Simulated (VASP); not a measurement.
# Sn3Te (Im-3m) in VASP: vibrations by perturbation theory with PBE

Aim: the vibrations by perturbation theory of Sn3Te with PBE.

All numbers are computed with VASP 6.6.1; they aren't measurements. Logs are shortened: lines on timing, memory, paths and dates and some standing lists are left out, and cuts for length are marked.

### 1 The cell of the first run

Symmetry: Im-3m, No. 229, cubic system. The conventional cell has a = 6.260 Å, b = 6.260 Å, c = 6.260 Å, α = 90.00°, β = 90.00°, γ = 90.00°. Sn (site symmetry 4/mmm) has 4 Sn at 3.13 Å and 2 Te at 3.13 Å within 4.1 Å. Te (site symmetry m-3m) has 6 Sn at 3.13 Å within 4.1 Å.

### 2 Vibrations by perturbation theory, PBE

INCAR reads:

```
SYSTEM = Sn3Te
PREC = Accurate
ENCUT = 520
EDIFF = 1E-8
ISMEAR = -1
SIGMA = 0.15
LREAL = .False.
LASPH = .True.
NELM = 60
ALGO = Normal
ISIF = 2
LWAVE = .False.
LCHARG = .False.
GGA = PE
IBRION = 8
NSW = 1
```

KPOINTS reads:

```
regular mesh
0
Gamma
  10 10 10
  0 0 0
```

POSCAR reads:

```
Sn3Te
1.0
   -3.1301620538      3.1301620538      3.1301620538
    3.1301620538     -3.1301620538      3.1301620538
    3.1301620538      3.1301620538     -3.1301620538
Sn Te
3 1
Direct
    0.0000000000      0.5000000000      0.5000000000
    0.5000000000      0.0000000000      0.5000000000
    0.5000000000      0.5000000000      0.0000000000
    0.0000000000      0.0000000000      0.0000000000
```

Potentials or basis: VASP PAW PBE potentials, release 64 (Sn_d, Te).

Command:

```bash
$ cat potpaw_PBE.64/Sn_d/POTCAR potpaw_PBE.64/Te/POTCAR > POTCAR
$ mpirun -np 1 vasp_std > vasp.out
```

OUTCAR:

```text
SYSTEM = Sn3Te
   PREC = Accurate
   ENCUT = 520
   EDIFF = 1E-8
   ISMEAR = -1
   LREAL = .False.
   LASPH = .True.
   NELM = 60
   ISIF = 2
   GGA = PE
   IBRION = 8
   NSW = 1

 ion  position               nearest neighbor table
   1  0.000  0.500  0.500-   2 3.13   3 3.13   4 3.13   4 3.13   3 3.13   2 3.13
   2  0.500  0.000  0.500-   1 3.13   3 3.13   4 3.13   3 3.13   4 3.13   1 3.13
   3  0.500  0.500  0.000-   1 3.13   2 3.13   4 3.13   2 3.13   1 3.13   4 3.13
   4  0.000  0.000  0.000-   1 3.13   2 3.13   3 3.13   1 3.13   2 3.13   3 3.13

  LATTYP: Found a body centered cubic cell.
 ALAT       =     6.2603241076

  Lattice vectors:

 A1 = (  -3.1301620538,   3.1301620538,   3.1301620538)
 A2 = (   3.1301620538,  -3.1301620538,   3.1301620538)
 A3 = (   3.1301620538,   3.1301620538,  -3.1301620538)

Analysis of symmetry for initial positions (statically):
=====================================================================
 Subroutine PRICEL returns:
 Original cell was already a primitive cell.

 Routine SETGRP: Setting up the symmetry group for a
 body centered cubic supercell.

 Subroutine GETGRP returns: Found 48 space group operations
 (whereof 48 operations were pure point group operations)
 out of a pool of 48 trial point group operations.

The static configuration has the point symmetry O_h .

Analysis of symmetry for dynamics (positions and initial velocities):
=====================================================================
 Subroutine PRICEL returns:
 Original cell was already a primitive cell.

 Routine SETGRP: Setting up the symmetry group for a
 body centered cubic supercell.

 Subroutine GETGRP returns: Found 48 space group operations
 (whereof 48 operations were pure point group operations)
 out of a pool of 48 trial point group operations.

The dynamic configuration has the point symmetry O_h .

 Subroutine INISYM returns: Found 48 space group operations
 (whereof 48 operations are pure point group operations),
 and found     1 'primitive' translations

----------------------------------------------------------------------------------------

                                     Primitive cell

  volume of cell :     122.6762

  direct lattice vectors                    reciprocal lattice vectors
    -3.130162054  3.130162054  3.130162054     0.000000000  0.159736139  0.159736139
     3.130162054 -3.130162054  3.130162054     0.159736139  0.000000000  0.159736139
     3.130162054  3.130162054 -3.130162054     0.159736139  0.159736139  0.000000000

  length of vectors
     5.421599713  5.421599713  5.421599713     0.225901014  0.225901014  0.225901014

  position of ions in fractional coordinates (direct lattice)
     0.000000000  0.500000000  0.500000000
     0.500000000  0.000000000  0.500000000
     0.500000000  0.500000000  0.000000000
     0.000000000  0.000000000  0.000000000

  ion indices of the primitive-cell ions
   primitive index   ion index
                 1           1
                 2           2
                 3           3
                 4           4

----------------------------------------------------------------------------------------

[... 112 lines left out ...]
  ext. energy  EPLUGINS =         0.00000000
  ---------------------------------------------------
  free energy    TOTEN  =       -15.04352780 eV

  energy without entropy =      -14.91169753  energy(sigma->0) =      -14.97761266

 E-fermi :   6.7793     XC(G=0):  -9.6389

 val. band max:        6.7546471396   @ k =   0.5000   0.0000   0.0000
 cond. band min:       6.8033533068   @ k =   0.5000   0.0000   0.0000
 fundamental gap:      0.0487061672
 Fermi energy:         6.7792788835

 k-point     1 :       0.0000    0.0000    0.0000
  band No.  band energies     occupation
      1     -14.8415      2.00000
      2     -14.8415      2.00000
      3     -14.8219      2.00000
      4     -14.7560      2.00000
      5     -14.7560      2.00000
      6     -14.7560      2.00000
[... 733 lines left out ...]
     27       9.6842      0.00000
     28      10.4073      0.00000

 [... further k-points ...]

------------------------ aborting loop because EDIFF is reached ----------------------------------------

  FORCE on cell =-STRESS in cart. coord.  units (eV):
  Direction    XX          YY          ZZ          XY          YZ          ZX
  --------------------------------------------------------------------------------------
  -------------------------------------------------------------------------------------
  Total       -0.0276405     -0.0276405     -0.0276405      0.0000000      0.0000000      0.0000000
  in kB       -0.3609907     -0.3609907     -0.3609907      0.0000000      0.0000000      0.0000000
  external PRESSURE =      -0.3609907 kB  Pullay stress =       0.0000000 kB

 VOLUME and BASIS-vectors are now :
 -----------------------------------------------------------------------------
  energy-cutoff  :      520.00
  volume of cell :      122.68
      direct lattice vectors                 reciprocal lattice vectors
    -3.130162054  3.130162054  3.130162054     0.000000000  0.159736139  0.159736139
     3.130162054 -3.130162054  3.130162054     0.159736139  0.000000000  0.159736139
     3.130162054  3.130162054 -3.130162054     0.159736139  0.159736139  0.000000000

 POSITION                                       TOTAL-FORCE (eV/Angst)
 -----------------------------------------------------------------------------------
      3.13016      0.00000      0.00000         0.000000      0.000000     -0.000000
      0.00000      3.13016      0.00000         0.000000     -0.000000      0.000000
      0.00000      0.00000      3.13016        -0.000000      0.000000      0.000000
      0.00000      0.00000      0.00000        -0.000000      0.000000     -0.000000
 -----------------------------------------------------------------------------------
    total drift:                               -0.000000     -0.000000      0.000000

  FREE ENERGIE OF THE ION-ELECTRON SYSTEM (eV)
  ---------------------------------------------------
  free  energy   TOTEN  =       -15.0435278006 eV

  energy  without entropy=      -14.9116975285  energy(sigma->0) =      -14.97761266

[... ionic steps 2 to 12 ...]

--------------------------------------- Ionic step       13  -------------------------------------------

 Free energy of the ion-electron system (eV)
  ---------------------------------------------------
  ---------------------------------------------------
  free energy    TOTEN  =        -0.05197504 eV

  energy without entropy =       -0.05197505

------------------------ aborting loop because EDIFF is reached ----------------------------------------

 INTERNAL STRAIN TENSOR  FOR ION    4  DIRECTION 1   (eV/Angst):
 -----------------------------------------------------------------------------
    -0.00912  0.00000  0.00000
     0.00000  0.00799  0.00000
     0.00000  0.00000  0.00799

 INTERNAL STRAIN TENSOR FOR ION    4 for displacements in x,y,z  (eV/Angst):
          X           Y           Z          XY          YZ          ZX
  --------------------------------------------------------------------------------
  x     0.00000     0.00000     0.00000     0.00000     0.00000     0.00000
  y     0.00000     0.00000     0.00000     0.00000     0.00000     0.00000
  z     0.00000     0.00000     0.00000     0.00000     0.00000     0.00000

 SECOND DERIVATIVES (NOT SYMMETRIZED)
 ------------------------------------
               1X          1Y          1Z          2X          2Y          2Z          3X          3Y          3Z          4X          4Y          4Z
  1X    -0.752596    0.000000    0.000000    0.098685    0.000000    0.000000    0.098685    0.000000    0.000000    0.555225    0.000000    0.000000
  1Y     0.000000   -3.123487    0.000000    0.000000    0.098771    0.000000    0.000000    2.834077    0.000000   -0.000000    0.190639   -0.000000
  1Z     0.000000    0.000000   -3.123487    0.000000    0.000000    2.834077    0.000000    0.000000    0.098771   -0.000000   -0.000000    0.190639
  2X     0.098771    0.000000    0.000000   -3.123487    0.000000    0.000000    2.834077    0.000000    0.000000    0.190639   -0.000000    0.000000
  2Y     0.000000    0.098685    0.000000    0.000000   -0.752596    0.000000    0.000000    0.098685    0.000000    0.000000    0.555225    0.000000
  2Z     0.000000    0.000000    2.834077    0.000000    0.000000   -3.123487    0.000000    0.000000    0.098771    0.000000    0.000000    0.190639
  3X     0.098771    0.000000    0.000000    2.834077    0.000000    0.000000   -3.123487    0.000000    0.000000    0.190639   -0.000000   -0.000000
  3Y     0.000000    2.834077    0.000000    0.000000    0.098771    0.000000    0.000000   -3.123487    0.000000   -0.000000    0.190639   -0.000000
  3Z     0.000000    0.000000    0.098685    0.000000    0.000000    0.098685    0.000000    0.000000   -0.752596    0.000000    0.000000    0.555225
  4X     0.549602    0.000000    0.000000    0.183904    0.000000    0.000000    0.183904    0.000000    0.000000   -0.917411    0.000000    0.000000
  4Y     0.000000    0.183904    0.000000    0.000000    0.549602    0.000000    0.000000    0.183904    0.000000    0.000000   -0.917411    0.000000
  4Z     0.000000    0.000000    0.183904    0.000000    0.000000    0.183904    0.000000    0.000000    0.549602    0.000000    0.000000   -0.917411

 Eigenvectors and eigenvalues of the dynamical matrix
 ----------------------------------------------------

   1 f  =    3.502204 THz    22.004995 2PiTHz  116.820943 cm-1    14.483944 meV
             X         Y         Z           dx          dy          dz
      3.130162  0.000000  0.000000     0.000000    0.410016   -0.115157
      0.000000  3.130162  0.000000     0.564469    0.000000    0.115157
      0.000000  0.000000  3.130162    -0.564469   -0.410016    0.000000
      0.000000  0.000000  0.000000     0.000000    0.000000    0.000000
[... 71 lines left out ...]
  12 f/i=    0.007777 THz     0.048866 2PiTHz    0.259420 cm-1     0.032164 meV
             X         Y         Z           dx          dy          dz
      3.130162  0.000000  0.000000    -0.285521   -0.402853   -0.001222
      0.000000  3.130162  0.000000    -0.283513   -0.405706   -0.001222
      0.000000  0.000000  3.130162    -0.283513   -0.402853   -0.001230
      0.000000  0.000000  0.000000    -0.298239   -0.423777   -0.001285

--------------------------------------------------------------------------------------------------------

 ELASTIC MODULI CONTR FROM IONIC RELAXATION (kBar)
 Direction    XX          YY          ZZ          XY          YZ          ZX
 --------------------------------------------------------------------------------
 XX           0.0000      0.0000      0.0000      0.0000      0.0000      0.0000
 YY           0.0000      0.0000      0.0000      0.0000      0.0000      0.0000
 ZZ           0.0000      0.0000      0.0000      0.0000      0.0000      0.0000
 XY           0.0000      0.0000      0.0000      0.0000      0.0000      0.0000
 YZ           0.0000      0.0000      0.0000      0.0000      0.0000      0.0000
 ZX           0.0000      0.0000      0.0000      0.0000      0.0000      0.0000
 --------------------------------------------------------------------------------
```

Wall time 52 min (1 thread of Oxide Virtual Turin-like, shared host); peak memory 1.1 GiB.

What came out:

```
Highest phonon frequency at Γ, LO-TO splitting left out : 117 cm⁻¹
```

Phonon frequencies in cm⁻¹ (negative: imaginary):
```
              q point                          frequencies
(0.000, 0.000, 0.000)  0 0 0 35 35 35 56 56 56 117 117 117
```

Caveat: spin-orbit coupling is left out, which moves the levels of the heavy elements.
